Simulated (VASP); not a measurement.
Wanted: the native input for a VASP 6.6.1 run.

```yaml
Task: single point
Functional: r2SCAN
Potentials_or_basis: VASP PAW PBE potentials, release 64 (B, N)
Cutoff: 520 eV
k_mesh: 12 × 12 × 12
Occupations: gaussian, width 0.01 eV
Spin: no spin polarisation
Dipole_correction: no
Further_INCAR_settings: ALGO = Normal; EDIFF = 1e-06; NBANDS = 11
```

The system is BN (Qingsongite).

```xyz
2
Lattice="0.0000 1.7038 1.7038 1.7038 0.0000 1.7038 1.7038 1.7038 0.0000" Properties=species:S:1:pos:R:3 pbc="T T T"
B     0.0000    0.0000    0.0000
N     0.8519    0.8519    0.8519
```

This cell differs from its parent crystal: strain -5.6%.

The input as run:

POSCAR

```
BN
1.0
    0.0000000000      1.7037543792      1.7037543792
    1.7037543792      0.0000000000      1.7037543792
    1.7037543792      1.7037543792      0.0000000000
B N
1 1
Direct
    0.0000000000      0.0000000000      0.0000000000
    0.2500000000      0.2500000000      0.2500000000
```

INCAR.step1

```
SYSTEM = BN
PREC     = Accurate       ! precision mode
ENCUT    = 520            ! plane-wave cutoff, eV
ISMEAR   = 0              ! smearing method
SIGMA    = 0.01           ! smearing width, eV
LREAL    = .FALSE.        ! projectors in reciprocal space
LASPH    = .TRUE.         ! aspherical terms in the spheres
NELM     = 100            ! most SCF steps
NBANDS   = 11             ! bands
GGA      = PE             ! functional
ALGO     = Normal         ! electronic algorithm
EDIFF    = 1E-4           ! SCF threshold, eV
LWAVE    = .TRUE.         ! write WAVECAR
LCHARG   = .FALSE.        ! write CHGCAR
```

INCAR.step2

```
SYSTEM = BN
PREC     = Accurate       ! precision mode
ENCUT    = 520            ! plane-wave cutoff, eV
EDIFF    = 1E-6           ! SCF threshold, eV
ISMEAR   = 0              ! smearing method
SIGMA    = 0.01           ! smearing width, eV
LREAL    = .FALSE.        ! projectors in reciprocal space
LASPH    = .TRUE.         ! aspherical terms in the spheres
NELM     = 100            ! most SCF steps
ALGO     = Normal         ! electronic algorithm
ISIF     = 2              ! what is computed and relaxed
LWAVE    = .FALSE.        ! write WAVECAR
LCHARG   = .FALSE.        ! write CHGCAR
METAGGA  = R2SCAN         ! meta-GGA
LMIXTAU  = .TRUE.       
NBANDS   = 11             ! bands
ISTART   = 1
```

KPOINTS

```
Automatic mesh
0
G
  12 12 12
  0 0 0
```

Potentials or basis: VASP PAW PBE potentials, release 64 (B, N).

The run is started by

```console
$ cat potpaw_PBE.64/B/POTCAR potpaw_PBE.64/N/POTCAR > POTCAR
$ cp INCAR.step1 INCAR
$ mpirun -np 1 vasp_std > vasp.out
$ cp INCAR.step2 INCAR
$ mpirun -np 1 vasp_std > vasp.out
```

Results of the run:

```json
{"Pressure": "94.4 GPa", "Band gap on the k mesh": "5.17 eV, indirect (least direct gap 10.40 eV)"}
```

Caveat: the cell differs from its parent crystal (strain -5.6%); the PAW data sets were made with another functional, which shifts forces and pressure a little.

Run time: 19 s on 1 thread of Intel(R) Xeon(R) Platinum 8488C (Sapphire Rapids) (shared host), peak memory 0.11 GiB.
